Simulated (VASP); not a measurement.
# CuO (P-6m2) in VASP: settings compared

Aim: see how the results for CuO move with the level of theory and the settings. Levels: PBE, PBEsol. Tasks: vibrations by perturbation theory.

Program: VASP 6.6.1. These are calculated values, not measurements. Logs are shortened: lines on timing, memory, paths and dates and some standing lists are left out, and cuts for length are marked.

## Step 1: The cell of the first run

The structure is hexagonal, space group P-6m2 (No. 187). Conventional cell: a = 2.836 Å, b = 2.836 Å, c = 2.768 Å, α = 90.00°, β = 90.00°, γ = 120.00°. Within 2.9 Å of Cu (site symmetry -6m2) lie 6 O at 2.14 Å and 8 Cu at 2.77 to 2.84 Å. O (site symmetry -6m2) has 6 Cu at 2.14 Å and 8 O at 2.77 to 2.84 Å within 2.9 Å.

## Step 2: Vibrations by perturbation theory, PBE

Contents of INCAR:

```
SYSTEM = CuO
  ALGO = Normal
  EDIFF = 1E-8
  ENCUT = 520
  GGA = PE
  IBRION = 8
  ISIF = 2
  ISMEAR = -1
  LASPH = .TRUE.
  LCHARG = .FALSE.
  LREAL = .FALSE.
  LWAVE = .FALSE.
  NELM = 80
  NSW = 1
  PREC = Accurate
  SIGMA = 0.05
```

Contents of KPOINTS:

```
k-points
0
G
  11 11 10
  0 0 0
```

Contents of POSCAR:

```
CuO
1.0
    2.8363251100      0.0000000000      0.0000000000
   -1.4181625500      2.4563296000      0.0000000000
    0.0000000000      0.0000000000      2.7681127800
Cu O
1 1
Direct
    0.0000000000      0.0000000000      0.0000000000
    0.6666666667      0.3333333333      0.5000000000
```

Potentials or basis: VASP PAW PBE potentials, release 64 (Cu, O).

The run is started by

```sh
$ cat potpaw_PBE.64/Cu/POTCAR potpaw_PBE.64/O/POTCAR > POTCAR
$ mpirun -np 1 vasp_std > vasp.out
```

OUTCAR:

```text
SYSTEM = CuO
   EDIFF = 1E-8
   ENCUT = 520
   GGA = PE
   IBRION = 8
   ISIF = 2
   ISMEAR = -1
   LASPH = .TRUE.
   LREAL = .FALSE.
   NELM = 80
   NSW = 1
   PREC = Accurate

 ion  position               nearest neighbor table
   1  0.000  0.000  0.000-   2 2.14   2 2.14   2 2.14   2 2.14   2 2.14   2 2.14
   2  0.667  0.333  0.500-   1 2.14   1 2.14   1 2.14   1 2.14   1 2.14   1 2.14

  LATTYP: Found a hexagonal cell.
 ALAT       =     2.8363251100
 C/A-ratio  =     0.9759504544

  Lattice vectors:

 A1 = (   2.8363251100,   0.0000000000,   0.0000000000)
 A2 = (  -1.4181625500,   2.4563296000,   0.0000000000)
 A3 = (   0.0000000000,   0.0000000000,   2.7681127800)

Analysis of symmetry for initial positions (statically):
=====================================================================
 Subroutine PRICEL returns:
 Original cell was already a primitive cell.

 Routine SETGRP: Setting up the symmetry group for a
 hexagonal supercell.

 Subroutine GETGRP returns: Found 12 space group operations
 (whereof 12 operations were pure point group operations)
 out of a pool of 24 trial point group operations.

The static configuration has the point symmetry D_3h.

Analysis of symmetry for dynamics (positions and initial velocities):
=====================================================================
 Subroutine PRICEL returns:
 Original cell was already a primitive cell.

 Routine SETGRP: Setting up the symmetry group for a
 hexagonal supercell.

 Subroutine GETGRP returns: Found 12 space group operations
 (whereof 12 operations were pure point group operations)
 out of a pool of 24 trial point group operations.

The dynamic configuration has the point symmetry D_3h.

 Subroutine INISYM returns: Found 12 space group operations
 (whereof 12 operations are pure point group operations),
 and found     1 'primitive' translations

----------------------------------------------------------------------------------------

                                     Primitive cell

  volume of cell :      19.2853

  direct lattice vectors                    reciprocal lattice vectors
     2.836325110  0.000000000  0.000000000     0.352568892  0.203555744  0.000000000
    -1.418162550  2.456329600  0.000000000     0.000000000  0.407111489  0.000000000
     0.000000000  0.000000000  2.768112780     0.000000000  0.000000000  0.361256957

  length of vectors
     2.836325110  2.836325109  2.768112780     0.407111488  0.407111489  0.361256957

  position of ions in fractional coordinates (direct lattice)
     0.000000000  0.000000000  0.000000000
     0.666666667  0.333333333  0.500000000

  ion indices of the primitive-cell ions
   primitive index   ion index
                 1           1
                 2           2

----------------------------------------------------------------------------------------

 KPOINTS: k-points

Automatic generation of k-mesh.
 Grid dimensions read from file:
 generate k-points for:   11   11   10

 Generating k-lattice:

  Cartesian coordinates                     Fractional coordinates (reciprocal lattice)
     0.032051717  0.018505068  0.000000000     0.090909091  0.000000000  0.000000000
     0.000000000  0.037010135  0.000000000     0.000000000  0.090909091  0.000000000
     0.000000000  0.000000000  0.036125696     0.000000000  0.000000000  0.100000000

  Length of vectors
     0.037010135  0.037010135  0.036125696

  Shift w.r.t. Gamma in fractional coordinates (k-lattice)
     0.000000000  0.000000000  0.000000000
[... 77 lines left out ...]
   LHFCALC =     F    Hartree Fock is set to
   AEXX    =    0.0000 exact exchange contribution
   IVDW    =     0    specifies the selected vdW correction
   LEPSILON=     F    determine dielectric tensor
   LRPA    =     F    only Hartree local field effects (RPA)
 non-spin polarized calculation
  energy-cutoff  :      520.00
  volume of cell :       19.29
 maximum number of plane-waves:       533
 NGX is ok and might be reduce to    24
   NGX = 11   NGY = 11   NGZ = 11

--------------------------------------- Ionic step        1  -------------------------------------------

 number of electron      17.0000005 magnetization

 Free energy of the ion-electron system (eV)
  ---------------------------------------------------
  ext. energy  EPLUGINS =         0.00000000
  ---------------------------------------------------
  free energy    TOTEN  =        -9.15018888 eV

  energy without entropy =       -9.12647454  energy(sigma->0) =       -9.13833171

 E-fermi :   5.7500     XC(G=0): -12.3484

 val. band max:        5.7453800402   @ k =   0.3636   0.0000   0.3000
 cond. band min:       5.7536038841   @ k =   0.2727   0.0000   0.3000
 fundamental gap:      0.0082238438
 Fermi energy:         5.7500191029

 k-point     1 :       0.0000    0.0000    0.0000
  band No.  band energies     occupation
      1     -13.4598      2.00000
      2       2.1934      2.00000
      3       2.1934      2.00000
      4       2.5524      2.00000
      5       3.1605      2.00000
      6       4.0146      2.00000
      7       4.0146      2.00000
      8       5.6201      1.86153
      9       5.6201      1.86153
     10       6.8560      0.00000
     11      20.9345      0.00000
     12      22.4396      0.00000
[... 331 lines left out ...]
 k-point    24 :       0.1818    0.0909    0.1000
  band No.  band energies     occupation
      1     -12.8668      2.00000
      2       0.6553      2.00000
      3       1.8440      2.00000
      4       2.3678      2.00000
      5       3.0228      2.00000
      6       3.8843      2.00000
      7       4.5161      2.00000
      8       4.9851      2.00000
      9       5.2978      1.99976
     10       9.8294      0.00000
     11      18.0742      0.00000
     12      20.9253      0.00000

 [... further k-points ...]
[... 5 lines left out ...]
  --------------------------------------------------------------------------------------
  -------------------------------------------------------------------------------------
  Total        0.3883626      0.3883626     -0.8512376      0.0000000     -0.0000000     -0.0000000
  in kB       32.2642486     32.2642486    -70.7188149      0.0000001     -0.0000000     -0.0000000
  external PRESSURE =      -2.0634392 kB  Pullay stress =       0.0000000 kB

 VOLUME and BASIS-vectors are now :
 -----------------------------------------------------------------------------
  energy-cutoff  :      520.00
  volume of cell :       19.29
      direct lattice vectors                 reciprocal lattice vectors
     2.836325110  0.000000000  0.000000000     0.352568892  0.203555744  0.000000000
    -1.418162550  2.456329600  0.000000000     0.000000000  0.407111489  0.000000000
     0.000000000  0.000000000  2.768112780     0.000000000  0.000000000  0.361256957

 POSITION                                       TOTAL-FORCE (eV/Angst)
 -----------------------------------------------------------------------------------
      0.00000      0.00000      0.00000         0.000000     -0.000000      0.000000
      1.41816      0.81878      1.38406        -0.000000      0.000000      0.000000
 -----------------------------------------------------------------------------------
    total drift:                                0.000000     -0.000000      0.000000

  FREE ENERGIE OF THE ION-ELECTRON SYSTEM (eV)
  ---------------------------------------------------
  free  energy   TOTEN  =        -9.1501888754 eV

  energy  without entropy=       -9.1264745429  energy(sigma->0) =       -9.13833171

[... ionic steps 2 to 3 ...]

--------------------------------------- Ionic step        4  -------------------------------------------

------------------------ aborting loop because EDIFF is reached ----------------------------------------
[... 11 lines left out ...]
[... ionic steps 8 to 8 ...]

--------------------------------------- Ionic step        9  -------------------------------------------

 Free energy of the ion-electron system (eV)
  ---------------------------------------------------
  ---------------------------------------------------
  free energy    TOTEN  =        -0.35647529 eV

  energy without entropy =       -0.35647528

------------------------ aborting loop because EDIFF is reached ----------------------------------------

 INTERNAL STRAIN TENSOR  FOR ION    2  DIRECTION 3   (eV/Angst):
 -----------------------------------------------------------------------------
     0.02611  0.00000  0.00000
     0.00000  0.02611  0.00000
    -0.00000 -0.00000 -0.13292

 INTERNAL STRAIN TENSOR FOR ION    2 for displacements in x,y,z  (eV/Angst):
          X           Y           Z          XY          YZ          ZX
  --------------------------------------------------------------------------------
  x     0.00000    -0.00000     0.00000     1.12980     0.00000     0.00000
  y     1.12980    -1.12980     0.00000    -0.00000     0.00000     0.00000
  z     0.00000     0.00000     0.00000     0.00000     0.00000     0.00000

 SECOND DERIVATIVES (NOT SYMMETRIZED)
 ------------------------------------
               1X          1Y          1Z          2X          2Y          2Z
  1X     1.452134    0.000000    0.000000   -1.452134   -0.000000    0.000000
  1Y     0.000000    1.452134    0.000000   -0.000000   -1.452134    0.000000
  1Z     0.000000    0.000000   -3.741471    0.000000    0.000000    3.741471
  2X    -1.442353   -0.000000    0.000000    1.442353    0.000000    0.000000
  2Y    -0.000000   -1.442353    0.000000    0.000000    1.442353    0.000000
  2Z     0.000000   -0.000000    3.724718    0.000000    0.000000   -3.724718

 Eigenvectors and eigenvalues of the dynamical matrix
 ----------------------------------------------------

   1 f  =    8.443043 THz    53.049207 2PiTHz  281.629616 cm-1    34.917606 meV
             X         Y         Z           dx          dy          dz
      0.000000  0.000000  0.000000     0.000000    0.000000   -0.449293
      1.418163  0.818777  1.384056    -0.000000    0.000000    0.893385
[... 21 lines left out ...]
   6 f/i=    5.255184 THz    33.019294 2PiTHz  175.294066 cm-1    21.733684 meV
             X         Y         Z           dx          dy          dz
      0.000000  0.000000  0.000000    -0.273476   -0.356990   -0.000000
      1.418163  0.818777  1.384056     0.543167    0.709041    0.000000

--------------------------------------------------------------------------------------------------------

 ELASTIC MODULI CONTR FROM IONIC RELAXATION (kBar)
 Direction    XX          YY          ZZ          XY          YZ          ZX
 --------------------------------------------------------------------------------
 XX          -0.0000      0.0000      0.0000      0.0000      0.0000      0.0000
 YY           0.0000     -0.0000      0.0000     -0.0000     -0.0000     -0.0000
 ZZ           0.0000      0.0000      0.0000      0.0000      0.0000      0.0000
 XY           0.0000     -0.0000      0.0000     -0.0000     -0.0000     -0.0000
 YZ           0.0000     -0.0000      0.0000     -0.0000     -0.0000     -0.0000
 ZX           0.0000     -0.0000      0.0000     -0.0000     -0.0000     -0.0000
 --------------------------------------------------------------------------------
```

It took 7 min on 1 thread of Intel Xeon 8259CL, shared host; peak memory 0.36 GiB.

Results:

* Highest phonon frequency at Γ, LO-TO splitting left out: 282 cm⁻¹
* Most unstable mode: 175i cm⁻¹

Phonon frequencies in cm⁻¹ (negative: imaginary):
| q point | frequencies |
| --- | --- |
| (0.000, 0.000, 0.000) | -175 -175 0 0 0 282 |

Caveat: some modes are imaginary.

## Step 3: Vibrations by perturbation theory, PBEsol

Contents of INCAR:

```
PREC = Accurate
ENCUT = 520
EDIFF = 1E-8
ISMEAR = -1
SIGMA = 0.05
LREAL = False
LASPH = True
NELM = 60
ALGO = Normal
ISIF = 2
LWAVE = False
LCHARG = False
GGA = PS
IBRION = 8
NSW = 1
```

Contents of KPOINTS:

```
Automatic mesh
0
Gamma
  11 11 10
```

POSCAR is that of step 2.

Potentials or basis: VASP PAW PBE potentials, release 64 (Cu, O).

The run is started by

```sh
$ cat potpaw_PBE.64/Cu/POTCAR potpaw_PBE.64/O/POTCAR > POTCAR
$ mpirun -np 1 vasp_std > vasp.out
```

OUTCAR:

```text
PREC = Accurate
   ENCUT = 520
   EDIFF = 1E-8
   ISMEAR = -1
   LREAL = False
   LASPH = True
   NELM = 60
   ISIF = 2
   GGA = PS
   IBRION = 8
   NSW = 1

 ion  position               nearest neighbor table
   1  0.000  0.000  0.000-   2 2.14   2 2.14   2 2.14   2 2.14   2 2.14   2 2.14
   2  0.667  0.333  0.500-   1 2.14   1 2.14   1 2.14   1 2.14   1 2.14   1 2.14

  LATTYP: Found a hexagonal cell.
 ALAT       =     2.8363251100
 C/A-ratio  =     0.9759504544

  Lattice vectors:
[... 626 lines left out ...]
               1X          1Y          1Z          2X          2Y          2Z
  1X     1.620056    0.000000    0.000000   -1.620056   -0.000000    0.000000
  1Y     0.000000    1.620056    0.000000   -0.000000   -1.620056    0.000000
  1Z     0.000000    0.000000   -3.115097   -0.000000    0.000000    3.115097
  2X    -1.612287   -0.000000    0.000000    1.612287    0.000000    0.000000
  2Y    -0.000000   -1.612287    0.000000    0.000000    1.612287    0.000000
  2Z     0.000000   -0.000000    3.092924    0.000000    0.000000   -3.092924

 Eigenvectors and eigenvalues of the dynamical matrix
 ----------------------------------------------------

   1 f  =    7.695799 THz    48.354134 2PiTHz  256.704237 cm-1    31.827255 meV
             X         Y         Z           dx          dy          dz
      0.000000  0.000000  0.000000     0.000000    0.000000   -0.449770
      1.418163  0.818777  1.384056     0.000000    0.000000    0.893144
[... 21 lines left out ...]
   6 f/i=    5.555044 THz    34.903371 2PiTHz  185.296326 cm-1    22.973806 meV
             X         Y         Z           dx          dy          dz
      0.000000  0.000000  0.000000     0.273262    0.356712    0.000000
      1.418163  0.818777  1.384056    -0.543274   -0.709181    0.000000

--------------------------------------------------------------------------------------------------------

 ELASTIC MODULI CONTR FROM IONIC RELAXATION (kBar)
 Direction    XX          YY          ZZ          XY          YZ          ZX
 --------------------------------------------------------------------------------
 XX          -0.0000      0.0000     -0.0000      0.0000     -0.0000     -0.0000
 YY           0.0000     -0.0000      0.0000     -0.0000      0.0000      0.0000
 ZZ          -0.0000      0.0000     -0.0000      0.0000     -0.0000     -0.0000
 XY           0.0000     -0.0000      0.0000     -0.0000      0.0000      0.0000
 YZ          -0.0000      0.0000     -0.0000      0.0000     -0.0000     -0.0000
 ZX          -0.0000      0.0000     -0.0000      0.0000     -0.0000     -0.0000
 --------------------------------------------------------------------------------
```

OSZICAR:

```text
N       E                     dE             d eps       ncg     rms          rms(c)
DAV:   1     0.107300719123E+03    0.10730E+03   -0.88162E+03  2376   0.218E+03
DAV:   2    -0.392607756205E+01   -0.11123E+03   -0.10132E+03  2372   0.341E+02
DAV:   3    -0.128174096152E+02   -0.88913E+01   -0.83445E+01  2812   0.109E+02
DAV:   4    -0.129835600427E+02   -0.16615E+00   -0.16540E+00  2580   0.148E+01
[... 77 lines left out ...]
RMM:  11    -0.353424309199E+00    0.15499E-06   -0.42238E-10  5469   0.107E-04    0.368E-06
RMM:  12    -0.353424438395E+00   -0.12920E-06   -0.66711E-11  5619   0.297E-05    0.204E-06
RMM:  13    -0.353424395687E+00    0.42708E-07    0.11276E-11  5442   0.854E-06    0.370E-07
RMM:  14    -0.353424394476E+00    0.12109E-08   -0.75873E-12  4121   0.268E-06    0.665E-08
 Linear response finished
```

It took 5.4 min on 1 thread of Intel Xeon 8259CL, shared host; peak memory 0.36 GiB.

Results:

```yaml
Highest_phonon_frequency_at_Γ_LO-TO_splitting_left_out: 257 cm⁻¹
Most_unstable_mode: 185i cm⁻¹
```

Phonon frequencies in cm⁻¹ (negative: imaginary):
```csv
q point,frequencies
"(0.000, 0.000, 0.000)",-185 -185 0 0 0 257
```

Caveat: the cell stands under pressure or tension, which shifts response properties; some modes are imaginary; the PAW data sets were made with another functional, which shifts forces and pressure a little.
